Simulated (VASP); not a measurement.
# PtS2 (P-3m1) in VASP: phonons with PBE+D3(BJ)

Aim: the phonons of PtS2 with PBE+D3(BJ).

Everything below comes from runs of VASP 6.6.1. Logs are shortened: lines on timing, memory, paths and dates and some standing lists are left out, and cuts for length are marked.

### Step 1. The cell of the first run

Symmetry: P-3m1, No. 164, trigonal system. The conventional cell has a = 3.583 Å, b = 3.583 Å, c = 4.663 Å, α = 90.00°, β = 90.00°, γ = 120.00°. Pt (site symmetry -3m) has 6 S at 2.39 Å within 3.2 Å. Within 3.2 Å of S (site symmetry 3m) lie 3 Pt at 2.39 Å and 6 S at 3.06 to 3.18 Å.

### Step 2. Phonons, PBE+D3(BJ)

Input file INCAR:

```
ALGO = Normal ; EDIFF = 1E-8
ENCUT = 520 ; GGA = PE
IBRION = 6 ; ISIF = 2
ISMEAR = 0 ; IVDW = 12
LASPH = True ; LCHARG = False
LREAL = False ; LWAVE = False
NBANDS = 18 ; NELM = 80
NFREE = 2 ; NSW = 1
POTIM = 0.015 ; PREC = Accurate
SIGMA = 0.03
```

Input file KPOINTS:

```
k-points
0
Gamma
  12 12 8
```

Input file POSCAR:

```
PtS2
1.0
    3.5832742325      0.0000000000      0.0000000000
   -1.7916371163      3.1032065141      0.0000000000
    0.0000000000      0.0000000000      4.6628322088
Pt S
1 2
Direct
    0.0000000000      0.0000000000      0.0000000000
    0.3333333333      0.6666666667      0.2587415406
    0.6666666667      0.3333333333      0.7412584594
```

Potentials or basis: VASP PAW PBE potentials, release 64 (Pt, S).

Launch:

```sh
> cat potpaw_PBE.64/Pt/POTCAR potpaw_PBE.64/S/POTCAR > POTCAR
> mpirun -np 1 vasp_std > vasp.out
```

OUTCAR:

```text
EDIFF = 1E-8
   ENCUT = 520
   GGA = PE
   IBRION = 6
   ISIF = 2
   ISMEAR = 0
   IVDW = 12
   LASPH = True
   LREAL = False
   NELM = 80
   NFREE = 2
   NSW = 1
   POTIM = 0.015
   PREC = Accurate
 IVDW          = 12

 ion  position               nearest neighbor table
   1  0.000  0.000  0.000-   2 2.39   3 2.39   3 2.39   2 2.39   3 2.39   2 2.39
   2  0.333  0.667  0.259-   1 2.39   1 2.39   1 2.39
   3  0.667  0.333  0.741-   1 2.39   1 2.39   1 2.39

  LATTYP: Found a hexagonal cell.
 ALAT       =     3.5832742325
 C/A-ratio  =     1.3012769624

  Lattice vectors:

 A1 = (   3.5832742325,   0.0000000000,   0.0000000000)
 A2 = (  -1.7916371163,   3.1032065141,   0.0000000000)
 A3 = (   0.0000000000,   0.0000000000,   4.6628322088)

Analysis of symmetry for initial positions (statically):
=====================================================================
 Subroutine PRICEL returns:
 Original cell was already a primitive cell.

 Routine SETGRP: Setting up the symmetry group for a
 hexagonal supercell.

 Subroutine GETGRP returns: Found 12 space group operations
 (whereof 12 operations were pure point group operations)
 out of a pool of 24 trial point group operations.

The static configuration has the point symmetry D_3d.

Analysis of symmetry for dynamics (positions and initial velocities):
=====================================================================
 Subroutine PRICEL returns:
 Original cell was already a primitive cell.

 Routine SETGRP: Setting up the symmetry group for a
 hexagonal supercell.

 Subroutine GETGRP returns: Found 12 space group operations
 (whereof 12 operations were pure point group operations)
 out of a pool of 24 trial point group operations.

The dynamic configuration has the point symmetry D_3d.

 Subroutine INISYM returns: Found 12 space group operations
 (whereof 12 operations are pure point group operations),
 and found     1 'primitive' translations

----------------------------------------------------------------------------------------

                                     Primitive cell

  volume of cell :      51.8490

  direct lattice vectors                    reciprocal lattice vectors
     3.583274232  0.000000000  0.000000000     0.279074370  0.161123663  0.000000000
    -1.791637116  3.103206514  0.000000000     0.000000000  0.322247326  0.000000000
     0.000000000  0.000000000  4.662832209     0.000000000  0.000000000  0.214461931

  length of vectors
     3.583274232  3.583274233  4.662832209     0.322247326  0.322247326  0.214461931

  position of ions in fractional coordinates (direct lattice)
     0.000000000  0.000000000  0.000000000
     0.333333333  0.666666667  0.258741541
     0.666666667  0.333333333  0.741258459

  ion indices of the primitive-cell ions
   primitive index   ion index
                 1           1
                 2           2
                 3           3

----------------------------------------------------------------------------------------

 KPOINTS: k-points

Automatic generation of k-mesh.
 Grid dimensions read from file:
 generate k-points for:   12   12    8

 Generating k-lattice:

  Cartesian coordinates                     Fractional coordinates (reciprocal lattice)
     0.023256198  0.013426972  0.000000000     0.083333333  0.000000000  0.000000000
     0.000000000  0.026853944  0.000000000     0.000000000  0.083333333  0.000000000
     0.000000000  0.000000000  0.026807741     0.000000000  0.000000000  0.125000000

  Length of vectors
     0.026853944  0.026853944  0.026807741

  Shift w.r.t. Gamma in fractional coordinates (k-lattice)
     0.000000000  0.000000000  0.000000000

 Subroutine IBZKPT returns following result:
 ===========================================

 Found    131 irreducible k-points:

 Following reciprocal coordinates:
            Coordinates               Weight
  0.000000  0.000000  0.000000      1.000000
  0.083333  0.000000  0.000000      6.000000
  0.166667  0.000000  0.000000      6.000000
  0.250000  0.000000  0.000000      6.000000
  0.333333  0.000000  0.000000      6.000000
  0.416667  0.000000  0.000000      6.000000
[... 16 lines left out ...]
  0.166667  0.000000  0.125000      6.000000
  0.000000  0.166667  0.125000      6.000000
 [... further k-points ...]
   k-points           NKPTS =    131   k-points in BZ     NKDIM =    131   number of bands    NBANDS=     18
   number of dos      NEDOS =    301   number of ions     NIONS =      3
   total plane-waves  NPLWV =  28224
   dimension x,y,z NGX =    28 NGY =   28 NGZ =   36
   dimension x,y,z NGXF=    56 NGYF=   56 NGZF=   72
   ions per type =               1   2
   NGX,Y,Z   is equivalent  to a cutoff of  12.99, 12.99, 12.84 a.u.
   NGXF,Y,Z  is equivalent  to a cutoff of  25.98, 25.98, 25.67 a.u.
 SYSTEM =  unknown system
   PREC   = accura    normal or accurate (medium, high low for compatibility)
   ISTART =      0    job   : 0-new  1-cont  2-samecut
   ICHARG =      2    charge: 1-file 2-atom 10-const
   ISPIN  =      1    spin polarized calculation?
   LNONCOLLINEAR =      F non collinear calculations
   LSORBIT =      F    spin-orbit coupling
   LASPH  =      T    aspherical Exc in radial PAW
   ENCUT  =  520.0 eV  38.22 Ry    6.18 a.u.   6.66  6.66  8.67*2*pi/ulx,y,z
   NELM   =     80;   NELMIN=  2; NELMDL= -5     # of ELM steps
   EDIFF  = 0.1E-07   stopping-criterion for ELM
   LREAL  =      F    real-space projection
   EDIFFG = 0.1E-06   stopping-criterion for IOM
   NSW    =     73    number of steps for IOM
   IBRION =      6    ionic relax: 0-MD 1-quasi-New 2-CG
   NFREE  =      2    steps in history (QN), initial steepest desc. (CG)
   ISIF   =      2    stress and relaxation
   ISYM   =      2    0-nonsym 1-usesym 2-fastsym
   POTIM  = 0.0150    time-step for ionic-motion
   TEBEG  =    0.0;   TEEND  =   0.0 temperature during run
   PSTRESS=    0.0 pullay stress
   NELECT =      22.0000    total number of electrons
   NUPDOWN=      -1.0000    fix difference up-down
   EMIN   =  10.00;   EMAX   =-10.00  energy-range for DOS
   EFERMI =   0.00;   METHOD = LEGACY
   ISMEAR =     0;   SIGMA  =   0.03  broadening in eV -4-tet -1-fermi 0-gaus
   EFERMI_NEDOS =   21; number of points for ismear=-14 and -15
   IALGO  =     38    algorithm
   IMIX   =      4    mixing-type and parameters
     AMIX     =   0.40;   BMIX     =  1.00
     AMIX_MAG =   1.60;   BMIX_MAG =  1.00
  volume/ion in A,a.u.               =      17.28       116.63
  Fermi-wavevector in a.u.,A,eV,Ry     =   1.230181  2.324704 20.590301  1.513344
  Thomas-Fermi vector in A             =   2.365039
   LORBIT       =      0    0 simple, 1 ext, 2 COOP (PROOUT), +10 PAW based schemes
   GGA     = PE    functional components
   LHFCALC =     F    Hartree Fock is set to
   AEXX    =    0.0000 exact exchange contribution
   IVDW    =    12    specifies the selected vdW correction
   LEPSILON=     F    determine dielectric tensor
   LRPA    =     F    only Hartree local field effects (RPA)
 finite differences with symmetry
 non-spin polarized calculation
 Gauss-broadening in eV      SIGMA  =   0.03
  energy-cutoff  :      520.00
  volume of cell :       51.85
 maximum number of plane-waves:      1421
 NGX is ok and might be reduce to    28
   NGX = 13   NGY = 13   NGZ = 17

--------------------------------------- Ionic step        1  -------------------------------------------

 number of electron      21.9999997 magnetization

 Free energy of the ion-electron system (eV)
  ---------------------------------------------------
  ext. energy  EPLUGINS =         0.00000000
  ---------------------------------------------------
  free energy    TOTEN  =       -15.31613273 eV

  energy without entropy =      -15.31611281  energy(sigma->0) =      -15.31612277

------------------------ aborting loop because EDIFF is reached ----------------------------------------

 Edisp (eV)   -1.35408

 E8    (eV) :    -0.5437
[... 319 lines left out ...]
--------------------------------------- Ionic step        9  -------------------------------------------

 number of electron      21.9999996 magnetization

 Free energy of the ion-electron system (eV)
  ---------------------------------------------------
  ext. energy  EPLUGINS =         0.00000000
  ---------------------------------------------------
  free energy    TOTEN  =       -15.31590902 eV

  energy without entropy =      -15.31590335  energy(sigma->0) =      -15.31590619

 E-fermi :   8.0293     XC(G=0): -11.0372

 val. band max:        7.9892040868   @ k =   0.0000   0.0000   0.0000
 cond. band min:       8.0848011819   @ k =   0.0000   0.3333   0.2500
 fundamental gap:      0.0955970951
 Fermi energy:         8.0293423644

 k-point     1 :       0.0000    0.0000    0.0000
  band No.  band energies     occupation
      1      -8.0088      2.00000
      2      -4.5718      2.00000
      3       0.3366      2.00000
      4       0.8439      2.00000
      5       0.8439      2.00000
      6       3.7089      2.00000
[... 481 lines left out ...]
      5       1.5163      2.00000
      6       2.9986      2.00000
[... 10 lines left out ...]
     17      16.7535      0.00000
     18      17.0532      0.00000

 [... further k-points ...]

------------------------ aborting loop because EDIFF is reached ----------------------------------------

 Edisp (eV)   -1.35373

 E8    (eV) :    -0.5435
[... 26 lines left out ...]
  FREE ENERGIE OF THE ION-ELECTRON SYSTEM (eV)
  ---------------------------------------------------
  free  energy   TOTEN  =       -16.6696355422 eV

  energy  without entropy=      -16.6696298767  energy(sigma->0) =      -16.66963271

 INTERNAL STRAIN TENSORS FROM DISPLACED ATOMS
 ============================================

 INTERNAL STRAIN TENSOR FOR ION    1 for displacements in x,y,z  (eV/Angst):
          X           Y           Z          XY          YZ          ZX
  --------------------------------------------------------------------------------
  x     0.00000     0.00000     0.00000     0.00000     0.00000     0.00000
  y     0.00000     0.00000     0.00000     0.00000     0.00000     0.00000
  z     0.00000     0.00000     0.00000     0.00000     0.00000     0.00000

 INTERNAL STRAIN TENSOR FOR ION    3 for displacements in x,y,z  (eV/Angst):
          X           Y           Z          XY          YZ          ZX
  --------------------------------------------------------------------------------
  x     0.00000    -0.00000    -0.00000    -4.83825    -0.00000     9.86355
  y    -4.83825     4.83825     0.00000    -0.00000     9.86353    -0.00000
  z    10.61863    10.61863    13.29245    -0.00000     0.00000     0.00000

 Eigenvectors and eigenvalues of the dynamical matrix
 ----------------------------------------------------

   1 f  =    9.892443 THz    62.156050 2PiTHz  329.976364 cm-1    40.911837 meV
             X         Y         Z           dx          dy          dz
      0.000000  0.000000  0.000000     0.000000    0.000000   -0.000000
     -0.000000  2.068804  1.206468     0.000000   -0.000000   -0.707107
      1.791637  1.034402  3.456364    -0.000000   -0.000000    0.707107
[... 25 lines left out ...]
   6 f  =    8.771621 THz    55.113721 2PiTHz  292.589788 cm-1    36.276494 meV
             X         Y         Z           dx          dy          dz
      0.000000  0.000000  0.000000     0.000000    0.000000   -0.000000
     -0.000000  2.068804  1.206468     0.612231    0.353798    0.000000
      1.791637  1.034402  3.456364    -0.612231   -0.353798    0.000000

   7 f/i=    0.000043 THz     0.000273 2PiTHz    0.001449 cm-1     0.000180 meV
             X         Y         Z           dx          dy          dz
      0.000000  0.000000  0.000000     0.000000   -0.000000   -0.867516
     -0.000000  2.068804  1.206468     0.000000   -0.000000   -0.351721
      1.791637  1.034402  3.456364     0.000000   -0.000000   -0.351721

   8 f/i=    0.000610 THz     0.003836 2PiTHz    0.020363 cm-1     0.002525 meV
             X         Y         Z           dx          dy          dz
      0.000000  0.000000  0.000000    -0.362237    0.788235   -0.000000
     -0.000000  2.068804  1.206468    -0.146885    0.319624   -0.000000
      1.791637  1.034402  3.456364    -0.146885    0.319624   -0.000000

   9 f/i=    0.000610 THz     0.003836 2PiTHz    0.020363 cm-1     0.002525 meV
             X         Y         Z           dx          dy          dz
      0.000000  0.000000  0.000000    -0.788235   -0.362237   -0.000000
     -0.000000  2.068804  1.206468    -0.319624   -0.146885   -0.000000
      1.791637  1.034402  3.456364    -0.319624   -0.146885   -0.000000

 ELASTIC MODULI CONTR FROM IONIC RELAXATION (kBar)
 Direction    XX          YY          ZZ          XY          YZ          ZX
 --------------------------------------------------------------------------------
 XX        -686.0421   -399.4243   -679.3961      0.0000    292.1577     -0.0000
 YY        -399.4243   -686.0421   -679.3961      0.0000   -292.1577      0.0000
 ZZ        -679.3961   -679.3961   -850.4714      0.0000      0.0000     -0.0000
 XY           0.0000      0.0000      0.0000   -143.3089      0.0000    292.1585
 YZ         292.1577   -292.1577      0.0000      0.0000   -595.6094      0.0000
 ZX          -0.0000      0.0000     -0.0000    292.1585      0.0000   -595.6125
 --------------------------------------------------------------------------------
```

Wall time 9.4 min (1 thread of Intel Xeon 6975P-C (Granite Rapids), shared host); peak memory 0.85 GiB.

What came out:

| Item | Value |
| --- | --- |
| Highest phonon frequency at Γ, LO-TO splitting left out | 330 cm⁻¹ |
| Dispersion energy per atom | -0.451 eV |

Phonon frequencies in cm⁻¹ (negative: imaginary):
```csv
q point,frequencies
"(0.000, 0.000, 0.000)",0 0 0 293 293 303 303 320 330
```

Caveat: spin-orbit coupling is left out, which moves the levels of the heavy elements.
